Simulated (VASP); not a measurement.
# CaTeI3 (R3m) in VASP: further runs, part 2 of 2

VASP 6.6.1.

**3. Single point, PBE**

This run uses another cell than the first one, of 61.70 Å³/atom.

Contents of INCAR:

```
SYSTEM = CaTeI3
PREC = Accurate
ENCUT = 520
EDIFF = 1E-6
ISMEAR = 0
SIGMA = 0.1
LREAL = .False.
LASPH = .True.
NELM = 60
ALGO = Normal
ISIF = 2
LWAVE = .False.
LCHARG = .False.
GGA = PE
NBANDS = 26
```

Contents of KPOINTS:

```
Automatic mesh
0
Gamma
  3 3 3
  0 0 0
```

Contents of POSCAR:

```
CaTeI3
1.0
    4.8141775609      2.7794667107      3.8422617444
   -4.8141775609      2.7794667107      3.8422617444
    0.0000000000     -5.5589334215      3.8422617444
Ca Te I
1 1 3
Direct
   -0.1895733640     -0.1895733640     -0.1895733640
    0.5401996432      0.5401996432      0.5401996432
    0.0578608561      0.5547564524      0.5547564524
    0.5547564524      0.5547564524      0.0578608561
    0.5547564524      0.0578608561      0.5547564524
```

Potentials or basis: VASP PAW PBE potentials, release 64 (Ca_sv, Te, I).

Command:

```bash
cat potpaw_PBE.64/Ca_sv/POTCAR potpaw_PBE.64/Te/POTCAR potpaw_PBE.64/I/POTCAR > POTCAR
mpirun -np 1 vasp_std > vasp.out
```

OUTCAR:

```text
SYSTEM = CaTeI3
   PREC = Accurate
   ENCUT = 520
   EDIFF = 1E-6
   ISMEAR = 0
   LREAL = .False.
   LASPH = .True.
   NELM = 60
   ISIF = 2
   GGA = PE

 ion  position               nearest neighbor table
   1  0.810  0.810  0.810-   3 2.97   5 2.97   4 2.97   2 3.11
   2  0.540  0.540  0.540-   1 3.11   3 3.27   5 3.27   4 3.27   3 3.50   5 3.50   4 3.50
   3  0.058  0.555  0.555-   1 2.97   2 3.27   2 3.50
   4  0.555  0.555  0.058-   1 2.97   2 3.27   2 3.50
   5  0.555  0.058  0.555-   1 2.97   2 3.27   2 3.50

  LATTYP: Found a trigonal (rhomboedric) cell.
 ALAT       =     6.7575673209
 COS(alpha) =    -0.0150640393

  Lattice vectors:

 A1 = (   4.8141775609,   2.7794667107,   3.8422617444)
 A2 = (  -4.8141775609,   2.7794667107,   3.8422617444)
 A3 = (   0.0000000000,  -5.5589334215,   3.8422617444)

Analysis of symmetry for initial positions (statically):
=====================================================================
 Subroutine PRICEL returns:
 Original cell was already a primitive cell.

 Routine SETGRP: Setting up the symmetry group for a
 trigonal (rhombohedral) supercell.

 Subroutine GETGRP returns: Found  6 space group operations
 (whereof  6 operations were pure point group operations)
 out of a pool of 12 trial point group operations.

The static configuration has the point symmetry C_3v.

Analysis of symmetry for dynamics (positions and initial velocities):
=====================================================================
 Subroutine PRICEL returns:
 Original cell was already a primitive cell.

 Routine SETGRP: Setting up the symmetry group for a
 trigonal (rhombohedral) supercell.

 Subroutine GETGRP returns: Found  6 space group operations
 (whereof  6 operations were pure point group operations)
 out of a pool of 12 trial point group operations.

The dynamic configuration has the point symmetry C_3v.

 Subroutine INISYM returns: Found  6 space group operations
 (whereof  6 operations are pure point group operations),
 and found     1 'primitive' translations

----------------------------------------------------------------------------------------

                                     Primitive cell

  volume of cell :     308.4763

  direct lattice vectors                    reciprocal lattice vectors
     4.814177561  2.779466711  3.842261744     0.103859900  0.059963541  0.086754458
    -4.814177561  2.779466711  3.842261744    -0.103859900  0.059963541  0.086754458
     0.000000000 -5.558933421  3.842261744     0.000000000 -0.119927082  0.086754458

  length of vectors
     6.757567321  6.757567321  6.757567321     0.148016354  0.148016354  0.148016354

  position of ions in fractional coordinates (direct lattice)
     0.810426636  0.810426636  0.810426636
     0.540199643  0.540199643  0.540199643
     0.057860856  0.554756452  0.554756452
     0.554756452  0.554756452  0.057860856
     0.554756452  0.057860856  0.554756452

  ion indices of the primitive-cell ions
   primitive index   ion index
                 1           1
                 2           2
                 3           3
                 4           4
                 5           5

----------------------------------------------------------------------------------------

 KPOINTS: Automatic mesh

Automatic generation of k-mesh.
 Grid dimensions read from file:
 generate k-points for:    3    3    3

 Generating k-lattice:

  Cartesian coordinates                     Fractional coordinates (reciprocal lattice)
     0.034619967  0.019987847  0.028918153     0.333333333  0.000000000  0.000000000
    -0.034619967  0.019987847  0.028918153     0.000000000  0.333333333  0.000000000
     0.000000000 -0.039975694  0.028918153     0.000000000  0.000000000  0.333333333

  Length of vectors
     0.049338785  0.049338785  0.049338785

  Shift w.r.t. Gamma in fractional coordinates (k-lattice)
     0.000000000  0.000000000  0.000000000

 Subroutine IBZKPT returns following result:
 ===========================================

 Found      6 irreducible k-points:

 Following reciprocal coordinates:
            Coordinates               Weight
  0.000000  0.000000  0.000000      1.000000
  0.333333 -0.000000  0.000000      6.000000
  0.333333  0.333333  0.000000      6.000000
 -0.333333  0.333333  0.000000      6.000000
  0.333333  0.333333  0.333333      2.000000
 -0.333333  0.333333  0.333333      6.000000
   k-points           NKPTS =      6   k-points in BZ     NKDIM =      6   number of bands    NBANDS=     26
   number of dos      NEDOS =    301   number of ions     NIONS =      5
   total plane-waves  NPLWV = 125000
   dimension x,y,z NGX =    50 NGY =   50 NGZ =   50
   dimension x,y,z NGXF=   100 NGYF=  100 NGZF=  100
   ions per type =               1   1   3
   NGX,Y,Z   is equivalent  to a cutoff of  12.30, 12.30, 12.30 a.u.
   NGXF,Y,Z  is equivalent  to a cutoff of  24.60, 24.60, 24.60 a.u.
 SYSTEM =  CaTeI3
   PREC   = accura    normal or accurate (medium, high low for compatibility)
   ISTART =      0    job   : 0-new  1-cont  2-samecut
   ICHARG =      2    charge: 1-file 2-atom 10-const
   ISPIN  =      1    spin polarized calculation?
   LNONCOLLINEAR =      F non collinear calculations
   LSORBIT =      F    spin-orbit coupling
   LASPH  =      T    aspherical Exc in radial PAW
   ENCUT  =  520.0 eV  38.22 Ry    6.18 a.u.  12.56 12.56 12.56*2*pi/ulx,y,z
   NELM   =     60;   NELMIN=  2; NELMDL= -5     # of ELM steps
   EDIFF  = 0.1E-05   stopping-criterion for ELM
   LREAL  =      F    real-space projection
   EDIFFG = 0.1E-04   stopping-criterion for IOM
   NSW    =      0    number of steps for IOM
   IBRION =     -1    ionic relax: 0-MD 1-quasi-New 2-CG
   NFREE  =      0    steps in history (QN), initial steepest desc. (CG)
   ISIF   =      2    stress and relaxation
   ISYM   =      2    0-nonsym 1-usesym 2-fastsym
   POTIM  = 0.5000    time-step for ionic-motion
   TEBEG  =    0.0;   TEEND  =   0.0 temperature during run
   PSTRESS=    0.0 pullay stress
   NELECT =      37.0000    total number of electrons
   NUPDOWN=      -1.0000    fix difference up-down
   EMIN   =  10.00;   EMAX   =-10.00  energy-range for DOS
   EFERMI =   0.00;   METHOD = LEGACY
   ISMEAR =     0;   SIGMA  =   0.10  broadening in eV -4-tet -1-fermi 0-gaus
   EFERMI_NEDOS =   21; number of points for ismear=-14 and -15
   IALGO  =     38    algorithm
   IMIX   =      4    mixing-type and parameters
     AMIX     =   0.40;   BMIX     =  1.00
     AMIX_MAG =   1.60;   BMIX_MAG =  1.00
  volume/ion in A,a.u.               =      61.70       416.34
  Fermi-wavevector in a.u.,A,eV,Ry     =   0.807362  1.525692  8.868725  0.651833
  Thomas-Fermi vector in A             =   1.915967
   LORBIT       =      0    0 simple, 1 ext, 2 COOP (PROOUT), +10 PAW based schemes
   GGA     = PE    functional components
   LHFCALC =     F    Hartree Fock is set to
   AEXX    =    0.0000 exact exchange contribution
   IVDW    =     0    specifies the selected vdW correction
   LEPSILON=     F    determine dielectric tensor
   LRPA    =     F    only Hartree local field effects (RPA)
 non-spin polarized calculation
 Gauss-broadening in eV      SIGMA  =   0.10
  energy-cutoff  :      520.00
  volume of cell :      308.48
 maximum number of plane-waves:      8322
 NGX is ok and might be reduce to    50
   NGX = 25   NGY = 25   NGZ = 25

 number of electron      37.0000000 magnetization

 Free energy of the ion-electron system (eV)
  ---------------------------------------------------
  ext. energy  EPLUGINS =         0.00000000
  ---------------------------------------------------
  free energy    TOTEN  =       -12.46184431 eV

  energy without entropy =      -12.41305715  energy(sigma->0) =      -12.43745073

 E-fermi :   0.3585     XC(G=0):  -6.0347

 val. band max:        0.2812149505   @ k =  -0.3333   0.3333   0.3333
 cond. band min:       0.3646659732   @ k =  -0.3333   0.3333   0.3333
 fundamental gap:      0.0834510227
 Fermi energy:         0.3585212965

 k-point     1 :       0.0000    0.0000    0.0000
  band No.  band energies     occupation
      1     -40.9307      2.00000
      2     -21.9970      2.00000
      3     -21.9405      2.00000
      4     -21.9405      2.00000
      5     -12.0836      2.00000
      6     -11.5702      2.00000
[... 163 lines left out ...]
     25       4.1065      0.00000
     26       4.5003      0.00000

------------------------ aborting loop because EDIFF is reached ----------------------------------------

  FORCE on cell =-STRESS in cart. coord.  units (eV):
  Direction    XX          YY          ZZ          XY          YZ          ZX
  --------------------------------------------------------------------------------------
  -------------------------------------------------------------------------------------
  Total        0.0431207      0.0431207     -0.1098330      0.0000000      0.0000000      0.0000000
  in kB        0.2239621      0.2239621     -0.5704553      0.0000000      0.0000000      0.0000000
  external PRESSURE =      -0.0408437 kB  Pullay stress =       0.0000000 kB

 VOLUME and BASIS-vectors are now :
 -----------------------------------------------------------------------------
  energy-cutoff  :      520.00
  volume of cell :      308.48
      direct lattice vectors                 reciprocal lattice vectors
     4.814177561  2.779466711  3.842261744     0.103859900  0.059963541  0.086754458
    -4.814177561  2.779466711  3.842261744    -0.103859900  0.059963541  0.086754458
     0.000000000 -5.558933421  3.842261744     0.000000000 -0.119927082  0.086754458

 POSITION                                       TOTAL-FORCE (eV/Angst)
 -----------------------------------------------------------------------------------
      0.00000     -0.00000      9.34161         0.000000     -0.000000      0.028763
      0.00000     -0.00000      6.22677         0.000000      0.000000     -0.013456
     -2.39214     -1.38110      4.48536         0.018716      0.010806     -0.005102
      0.00000      2.76221      4.48536         0.000000     -0.021611     -0.005102
      2.39214     -1.38110      4.48536        -0.018716      0.010806     -0.005102
 -----------------------------------------------------------------------------------
    total drift:                                0.000000     -0.000000      0.000094

  FREE ENERGIE OF THE ION-ELECTRON SYSTEM (eV)
  ---------------------------------------------------
  free  energy   TOTEN  =       -12.4618443075 eV

  energy  without entropy=      -12.4130571484  energy(sigma->0) =      -12.43745073
```

OSZICAR:

```text
N       E                     dE             d eps       ncg     rms          rms(c)
DAV:   1     0.239964969079E+03    0.23996E+03   -0.14126E+04   336   0.110E+03
DAV:   2     0.105127977392E+02   -0.22945E+03   -0.22416E+03   414   0.217E+02
DAV:   3    -0.116564145910E+02   -0.22169E+02   -0.22038E+02   488   0.623E+01
DAV:   4    -0.128121664737E+02   -0.11558E+01   -0.11490E+01   536   0.131E+01
DAV:   5    -0.128356007085E+02   -0.23434E-01   -0.23431E-01   438   0.168E+00    0.806E+00
DAV:   6    -0.125058999156E+02    0.32970E+00   -0.49605E-01   398   0.337E+00    0.461E+00
DAV:   7    -0.124423922292E+02    0.63508E-01   -0.34510E-01   376   0.268E+00    0.153E+00
DAV:   8    -0.124457120932E+02   -0.33199E-02   -0.42552E-02   346   0.117E+00    0.578E-01
DAV:   9    -0.124531604711E+02   -0.74484E-02   -0.67560E-03   416   0.373E-01    0.211E-01
DAV:  10    -0.124597044888E+02   -0.65440E-02   -0.31191E-03   364   0.272E-01    0.682E-02
DAV:  11    -0.124613595188E+02   -0.16550E-02   -0.74695E-04   404   0.138E-01    0.828E-02
DAV:  12    -0.124618573378E+02   -0.49782E-03   -0.31393E-04   324   0.925E-02    0.301E-02
DAV:  13    -0.124618521604E+02    0.51774E-05   -0.28970E-05   400   0.312E-02    0.870E-03
DAV:  14    -0.124618454245E+02    0.67359E-05   -0.85645E-06   274   0.172E-02    0.381E-03
DAV:  15    -0.124618442546E+02    0.11699E-05   -0.19369E-06   292   0.718E-03    0.236E-03
DAV:  16    -0.124618443075E+02   -0.52864E-07   -0.78737E-08   280   0.171E-03
   1 F= -.12461844E+02 E0= -.12437451E+02  d E =-.487872E-01
```

stdout:

```text
POSCAR found type information on POSCAR CaTeI
 POSCAR found :  3 types and       5 ions
 scaLAPACK will be used
 LDA part: xc-table for (Slater+PW92), standard interpolation
 POSCAR, INCAR and KPOINTS ok, starting setup
 FFT: planning ... GRIDC
 FFT: planning ... GRID_SOFT
 FFT: planning ... GRID
 WAVECAR not read
 entering main loop
```

It took 37 s on 1 thread of Intel Xeon 6975P-C (Granite Rapids), shared host; peak memory 0.36 GiB.

What came out:

```yaml
Free_energy: -12.4618 eV
Pressure: 0.0 GPa
Largest_force: 0.029 eV/Å
Band_gap_on_the_k_mesh: zero (an odd number of electrons rules out a gap without spin polarisation)
```

Forces in eV/Å, atoms in the order of the input:
```
Ca   0.000  0.000  0.029
Te   0.000  0.000 -0.013
I    0.019  0.011 -0.005
I    0.000 -0.022 -0.005
I   -0.019  0.011 -0.005
```

Levels at points of the mesh, in eV from the Fermi level:
| k point | band 15 | band 16 | band 17 | band 18 | band 19 | band 20 | band 21 | band 22 |
| --- | --- | --- | --- | --- | --- | --- | --- | --- |
| (0.00, 0.00, 0.00) | -1.61 | -1.59 | -1.59 | 1.20 | 1.69 | 1.69 | 2.35 | 3.20 |

Caveat: spin-orbit coupling is left out, which moves the levels of the heavy elements; an odd number of electrons without spin polarisation forces a metal; a magnetic or distorted state may lie lower.

The gap in the log of VASP goes by the Fermi energy; the results here count the filled bands.